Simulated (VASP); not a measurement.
Na, 1 atom in the cell. Symmetry: I4/mmm, No. 139, tetragonal system. Conventional cell: a = 3.851 Å, b = 3.851 Å, c = 5.378 Å, α = 90.00°, β = 90.00°, γ = 90.00°. Na (site symmetry 4/mmm) has 12 Na at 3.83 to 3.85 Å within 5.0 Å.  This cell differs from its parent crystal: volume scaled by 1.06.

| Quantity | Value |
| --- | --- |
| Program | VASP 6.6.1 |
| Task | single point |
| Functional | PBE |
| Potentials or basis | VASP PAW PBE potentials, release 64 (Na_pv) |
| Cutoff | 520 eV |
| k mesh | 10 × 10 × 10 |
| Occupations | fermi-dirac, width 0.05 eV |
| Spin | no spin polarisation |
| Dipole correction | no |
| Further INCAR settings | ALGO = Normal; EDIFF = 1e-07; NBANDS = 10 |

Potentials or basis: VASP PAW PBE potentials, release 64 (Na_pv).

Command:

```console
$ cat potpaw_PBE.64/Na_pv/POTCAR > POTCAR
$ mpirun -np 1 vasp_std > vasp.out
```

Hardware: 1 thread of Intel(R) Xeon(R) Platinum 8259CL CPU @ 2.50GHz (Skylake/Cascade Lake) (shared host).

Question: Estimate the wall time of this run.

Answer: Run time: 20 s on 1 thread of Intel(R) Xeon(R) Platinum 8259CL CPU @ 2.50GHz (Skylake/Cascade Lake), with other jobs on the host, peak memory 0.16 GiB. Counts: scf iterations 11, k points 102.
